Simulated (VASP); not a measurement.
# Rh (I4/mmm) in VASP: further runs

Runs on Rh. Level: LDA. Tasks: single point.

Everything below comes from runs of VASP 6.6.1. Logs are shortened: lines on timing, memory, paths and dates and some standing lists are left out, and cuts for length are marked.

## (1) The cell of the first run

It takes space group I4/mmm (No. 139, tetragonal). Conventional cell: a = 2.555 Å, b = 2.555 Å, c = 3.993 Å, α = 90.00°, β = 90.00°, γ = 90.00°. Rh (site symmetry 4/mmm) has 12 Rh at 2.55 to 2.69 Å within 3.4 Å.

## (2) Single point, LDA (strain -0.050 along x and y, +0.050 along z)

INCAR

```
SYSTEM = Rh
PREC = Accurate
ENCUT = 520
EDIFF = 1E-7
ISMEAR = 0
SIGMA = 0.15
LREAL = .FALSE.
LASPH = .TRUE.
NELM = 60
ALGO = Fast
ISIF = 2
LWAVE = .FALSE.
LCHARG = .FALSE.
NBANDS = 14
```

KPOINTS

```
regular mesh
0
G
  22 22 22
  0 0 0
```

POSCAR

```
Rh
1.0
    0.0000000000      1.8064725000      1.9966275000
    1.8064725000      0.0000000000      1.9966275000
    1.8064725000      1.8064725000      0.0000000000
Rh
1
Direct
    0.0000000000      0.0000000000      0.0000000000
```

Potentials or basis: VASP PAW LDA potentials, release 64 (Rh_pv).

On the command line:

```console
$ cat potpaw_LDA.64/Rh_pv/POTCAR > POTCAR
$ mpirun -np 1 vasp_std > vasp.out
```

OUTCAR:

```text
SYSTEM = Rh
   PREC = Accurate
   ENCUT = 520
   EDIFF = 1E-7
   ISMEAR = 0
   LREAL = .FALSE.
   LASPH = .TRUE.
   NELM = 60
   ISIF = 2

 ion  position               nearest neighbor table
   1  0.000  0.000  0.000-

  LATTYP: Found a body centered tetragonal cell.
 ALAT       =     2.5547379096
 C/A-ratio  =     1.5630781479

  Lattice vectors:

 A1 = (  -1.8064725000,   0.0000000000,   1.9966275000)
 A2 = (   1.8064725000,   0.0000000000,   1.9966275000)
 A3 = (   0.0000000000,   1.8064725000,  -1.9966275000)

Analysis of symmetry for initial positions (statically):
=====================================================================
 Subroutine PRICEL returns:
 Original cell was already a primitive cell.

 Routine SETGRP: Setting up the symmetry group for a
 body centered tetragonal supercell.

 Subroutine GETGRP returns: Found 16 space group operations
 (whereof 16 operations were pure point group operations)
 out of a pool of 16 trial point group operations.

The static configuration has the point symmetry D_4h.

Analysis of symmetry for dynamics (positions and initial velocities):
=====================================================================
 Subroutine PRICEL returns:
 Original cell was already a primitive cell.

 Routine SETGRP: Setting up the symmetry group for a
 body centered tetragonal supercell.

 Subroutine GETGRP returns: Found 16 space group operations
 (whereof 16 operations were pure point group operations)
 out of a pool of 16 trial point group operations.

The dynamic configuration has the point symmetry D_4h.

 Subroutine INISYM returns: Found 16 space group operations
 (whereof 16 operations are pure point group operations),
 and found     1 'primitive' translations

----------------------------------------------------------------------------------------

                                     Primitive cell

  volume of cell :      13.0314

  direct lattice vectors                    reciprocal lattice vectors
     0.000000000  1.806472500  1.996627500    -0.276782514  0.276782514  0.250422275
     1.806472500  0.000000000  1.996627500     0.276782514 -0.276782514  0.250422275
     1.806472500  1.806472500  0.000000000     0.276782514  0.276782514 -0.250422275

  length of vectors
     2.692557198  2.692557198  2.554737910     0.464681004  0.464681004  0.464681004

  position of ions in fractional coordinates (direct lattice)
     0.000000000  0.000000000  0.000000000

  ion indices of the primitive-cell ions
   primitive index   ion index
                 1           1

----------------------------------------------------------------------------------------

 KPOINTS: regular mesh

Automatic generation of k-mesh.
 Grid dimensions read from file:
 generate k-points for:   22   22   22

 Generating k-lattice:

  Cartesian coordinates                     Fractional coordinates (reciprocal lattice)
    -0.012581023  0.012581023  0.011382831     0.045454545  0.000000000  0.000000000
     0.012581023 -0.012581023  0.011382831     0.000000000  0.045454545  0.000000000
     0.012581023  0.012581023 -0.011382831     0.000000000  0.000000000  0.045454545

  Length of vectors
     0.021121864  0.021121864  0.021121864

  Shift w.r.t. Gamma in fractional coordinates (k-lattice)
     0.000000000  0.000000000  0.000000000

 Subroutine IBZKPT returns following result:
 ===========================================

 Found    834 irreducible k-points:

 Following reciprocal coordinates:
            Coordinates               Weight
  0.000000  0.000000  0.000000      1.000000
  0.045455  0.000000  0.000000      8.000000
  0.090909  0.000000  0.000000      8.000000
  0.136364 -0.000000  0.000000      8.000000
  0.181818  0.000000  0.000000      8.000000
  0.227273  0.000000  0.000000      8.000000
[... 16 lines left out ...]
  0.500000  0.045455  0.000000      8.000000
 -0.454545  0.045455  0.000000      8.000000
 [... further k-points ...]
   k-points           NKPTS =    834   k-points in BZ     NKDIM =    834   number of bands    NBANDS=     14
   number of dos      NEDOS =    301   number of ions     NIONS =      1
   total plane-waves  NPLWV =   8000
   dimension x,y,z NGX =    20 NGY =   20 NGZ =   20
   dimension x,y,z NGXF=    40 NGYF=   40 NGZF=   40
   ions per type =               1
   NGX,Y,Z   is equivalent  to a cutoff of  12.35, 12.35, 13.01 a.u.
   NGXF,Y,Z  is equivalent  to a cutoff of  24.70, 24.70, 26.03 a.u.
 SYSTEM =  Rh
   PREC   = accura    normal or accurate (medium, high low for compatibility)
   ISTART =      0    job   : 0-new  1-cont  2-samecut
   ICHARG =      2    charge: 1-file 2-atom 10-const
   ISPIN  =      1    spin polarized calculation?
   LNONCOLLINEAR =      F non collinear calculations
   LSORBIT =      F    spin-orbit coupling
   LASPH  =      T    aspherical Exc in radial PAW
   ENCUT  =  520.0 eV  38.22 Ry    6.18 a.u.   5.01  5.01  4.75*2*pi/ulx,y,z
   NELM   =     60;   NELMIN=  2; NELMDL= -5     # of ELM steps
   EDIFF  = 0.1E-06   stopping-criterion for ELM
   LREAL  =      F    real-space projection
   EDIFFG = 0.1E-05   stopping-criterion for IOM
   NSW    =      0    number of steps for IOM
   IBRION =     -1    ionic relax: 0-MD 1-quasi-New 2-CG
   NFREE  =      0    steps in history (QN), initial steepest desc. (CG)
   ISIF   =      2    stress and relaxation
   ISYM   =      2    0-nonsym 1-usesym 2-fastsym
   POTIM  = 0.5000    time-step for ionic-motion
   TEBEG  =    0.0;   TEEND  =   0.0 temperature during run
   PSTRESS=    0.0 pullay stress
   NELECT =      15.0000    total number of electrons
   NUPDOWN=      -1.0000    fix difference up-down
   EMIN   =  10.00;   EMAX   =-10.00  energy-range for DOS
   EFERMI =   0.00;   METHOD = LEGACY
   ISMEAR =     0;   SIGMA  =   0.15  broadening in eV -4-tet -1-fermi 0-gaus
   EFERMI_NEDOS =   21; number of points for ismear=-14 and -15
   IALGO  =     68    algorithm
   IMIX   =      4    mixing-type and parameters
     AMIX     =   0.40;   BMIX     =  1.00
     AMIX_MAG =   1.60;   BMIX_MAG =  1.00
  volume/ion in A,a.u.               =      13.03        87.94
  Fermi-wavevector in a.u.,A,eV,Ry     =   1.715703  3.242208 40.050589  2.943635
  Thomas-Fermi vector in A             =   2.793025
   LORBIT       =      0    0 simple, 1 ext, 2 COOP (PROOUT), +10 PAW based schemes
   GGA     = CA    functional components
   LHFCALC =     F    Hartree Fock is set to
   AEXX    =    0.0000 exact exchange contribution
   IVDW    =     0    specifies the selected vdW correction
   LEPSILON=     F    determine dielectric tensor
   LRPA    =     F    only Hartree local field effects (RPA)
 non-spin polarized calculation
 RMM-DIIS sequential band-by-band and
 Gauss-broadening in eV      SIGMA  =   0.15
  energy-cutoff  :      520.00
  volume of cell :       13.03
 maximum number of plane-waves:       364
   NGX =  9   NGY =  9   NGZ =  9

 number of electron      14.9999999 magnetization

 Free energy of the ion-electron system (eV)
  ---------------------------------------------------
  ext. energy  EPLUGINS =         0.00000000
  ---------------------------------------------------
  free energy    TOTEN  =        -8.60615646 eV

  energy without entropy =       -8.59217286  energy(sigma->0) =       -8.59916466

 E-fermi :  12.7185     XC(G=0): -14.6921

 val. band max:       12.7160168497   @ k =  -0.3636   0.0000   0.3182
 cond. band min:      12.7188509252   @ k =  -0.4545   0.0000   0.4091
 fundamental gap:      0.0028340755
 Fermi energy:        12.7185212548

 k-point     1 :       0.0000    0.0000    0.0000
  band No.  band energies     occupation
      1     -33.5486      2.00000
      2     -33.4862      2.00000
      3     -33.4862      2.00000
      4       4.3063      2.00000
      5       8.5780      2.00000
      6       9.8323      2.00000
      7       9.8323      2.00000
      8      10.8531      2.00000
      9      12.3694      1.99900
     10      28.7973      0.00000
     11      32.3427      0.00000
     12      32.9680      0.00000
     13      35.4438      0.00000
     14      35.4438      0.00000

 k-point     2 :       0.0455    0.0000    0.0000
  band No.  band energies     occupation
      1     -33.5562      2.00000
      2     -33.5018      2.00000
      3     -33.4874      2.00000
      4       4.3952      2.00000
      5       8.6020      2.00000
      6       9.7992      2.00000
      7       9.8671      2.00000
      8      10.8474      2.00000
      9      12.3351      1.99970
     10      28.9314      0.00000
     11      32.3543      0.00000
     12      32.9680      0.00000
     13      35.0328      0.00000
     14      35.5834      0.00000

 k-point     3 :       0.0909    0.0000    0.0000
  band No.  band energies     occupation
      1     -33.5906      2.00000
      2     -33.5346      2.00000
      3     -33.4910      2.00000
      4       4.6537      2.00000
      5       8.6629      2.00000
      6       9.7089      2.00000
      7       9.9655      2.00000
      8      10.8492      2.00000
      9      12.2415      1.99999
     10      29.3049      0.00000
     11      32.1722      0.00000
     12      32.9682      0.00000
     13      34.4401      0.00000
     14      35.9919      0.00000
[... 324 lines left out ...]
 k-point    23 :       0.5000    0.0455    0.0000
  band No.  band energies     occupation
      1     -34.4116      2.00000
      2     -33.7204      2.00000
      3     -33.5487      2.00000
      4       6.1675      2.00000
      5       8.6776      2.00000
      6       9.9459      2.00000
      7      12.6064      1.70965
      8      13.1299      0.00010
      9      14.3783      0.00000
     10      22.0105      0.00000
     11      28.0151      0.00000
     12      32.9692      0.00000
     13      33.7476      0.00000
     14      35.2095      0.00000

 k-point    24 :      -0.4545    0.0455    0.0000
  band No.  band energies     occupation
      1     -34.4127      2.00000
      2     -33.7207      2.00000
      3     -33.5452      2.00000
      4       6.1729      2.00000
      5       8.7059      2.00000
      6       9.9370      2.00000
      7      12.5162      1.94358
      8      13.0458      0.00203
      9      14.4624      0.00000
     10      22.0870      0.00000
     11      28.0347      0.00000
     12      32.9690      0.00000
     13      33.6254      0.00000
     14      35.4550      0.00000

 [... further k-points ...]
[... 5 lines left out ...]
  --------------------------------------------------------------------------------------
  -------------------------------------------------------------------------------------
  Total        1.4436538      1.4436538     -0.9761920      0.0000000     -0.0000000      0.0000000
  in kB      177.4940891    177.4940891   -120.0206821      0.0000000     -0.0000000      0.0000000
  external PRESSURE =      78.3224987 kB  Pullay stress =       0.0000000 kB

 VOLUME and BASIS-vectors are now :
 -----------------------------------------------------------------------------
  energy-cutoff  :      520.00
  volume of cell :       13.03
      direct lattice vectors                 reciprocal lattice vectors
     0.000000000  1.806472500  1.996627500    -0.276782514  0.276782514  0.250422275
     1.806472500  0.000000000  1.996627500     0.276782514 -0.276782514  0.250422275
     1.806472500  1.806472500  0.000000000     0.276782514  0.276782514 -0.250422275

 POSITION                                       TOTAL-FORCE (eV/Angst)
 -----------------------------------------------------------------------------------
      0.00000      0.00000      0.00000         0.000000      0.000000     -0.000000
 -----------------------------------------------------------------------------------
    total drift:                                0.000000      0.000000      0.000000

  FREE ENERGIE OF THE ION-ELECTRON SYSTEM (eV)
  ---------------------------------------------------
  free  energy   TOTEN  =        -8.6061564645 eV

  energy  without entropy=       -8.5921728610  energy(sigma->0) =       -8.59916466
```

It took 3.3 min on 1 thread of Intel Xeon 8259CL, shared host; peak memory 0.24 GiB.

Results:

- Free energy: -8.6062 eV
- Pressure: 7.8 GPa
- Band gap on the k mesh: zero (an odd number of electrons rules out a gap without spin polarisation)

Levels at points of the mesh, in eV from the Fermi level:
```csv
k point,band 3,band 4,band 5,band 6,band 7,band 8,band 9,band 10,band 11,band 12
"(0.00, 0.00, 0.00)",-46.20,-8.41,-4.14,-2.89,-2.89,-1.87,-0.35,16.08,19.62,20.25
"(0.50, 0.00, 0.00)",-46.26,-6.62,-3.99,-2.83,0.40,0.69,0.91,9.25,15.23,20.25
"(0.50, 0.50, 0.00)",-46.44,-6.81,-6.45,0.76,1.03,1.03,1.91,11.09,14.82,14.82
"(0.50, 0.00, 0.50)",-46.52,-6.88,-6.42,0.51,0.53,1.69,4.06,12.43,13.61,13.95
```

Caveat: the cell differs from its parent crystal (strain -0.050 along x and y, +0.050 along z); the stress differs along the axes, from -12 to 18 GPa.

## (3) Single point, LDA (strain +0.000 along x and y, -0.050 along z)

INCAR

```
PREC = Accurate
ENCUT = 520
EDIFF = 1E-7
ISMEAR = 0
SIGMA = 0.15
LREAL = False
LASPH = True
NELM = 80
ALGO = Fast
ISIF = 2
LWAVE = False
LCHARG = False
GGA = CA
NBANDS = 14
```

KPOINTS

```
Automatic mesh
0
Gamma
  22 22 22
```

POSCAR

```
Rh
1.0
    0.0000000000      1.9015500000      1.8064725000
    1.9015500000      0.0000000000      1.8064725000
    1.9015500000      1.9015500000      0.0000000000
Rh
1
Direct
    0.0000000000      0.0000000000      0.0000000000
```

Potentials or basis: VASP PAW LDA potentials, release 64 (Rh_pv).

On the command line:

```console
$ cat potpaw_LDA.64/Rh_pv/POTCAR > POTCAR
$ mpirun -np 1 vasp_std > vasp.out
```

Wall time 3.3 min (1 thread of Intel Xeon 8259CL, shared host); peak memory 0.24 GiB.

It converged, with:

```yaml
Free_energy: -8.6681 eV
Pressure: 5.4 GPa
Band_gap_on_the_k_mesh: zero (an odd number of electrons rules out a gap without spin polarisation)
```

Stress tensor (GPa, compression positive):
```
 0.86  0.00  0.00
 0.00  0.86  0.00
 0.00  0.00 14.61
```

Levels at points of the mesh, in eV from the Fermi level:
```
           k point  band 3  band 4  band 5  band 6  band 7  band 8  band 9  band 10  band 11  band 12
(0.00, 0.00, 0.00)  -46.22   -8.40   -3.53   -3.53   -2.96   -1.43   -0.72    15.95    20.22    21.04
(0.50, 0.00, 0.00)  -46.32   -6.61   -3.74   -3.10    0.48    0.66    0.81     9.16    15.39    20.22
(0.50, 0.50, 0.00)  -46.63   -6.85   -6.50    0.61    1.12    1.12    4.06    12.89    12.89    13.94
(0.50, 0.00, 0.50)  -46.50   -6.83   -6.42    0.62    0.83    1.32    2.91    12.43    13.53    14.19
```

Caveat: the cell differs from its parent crystal (strain +0.000 along x and y, -0.050 along z); the stress differs along the axes, from 1 to 15 GPa.
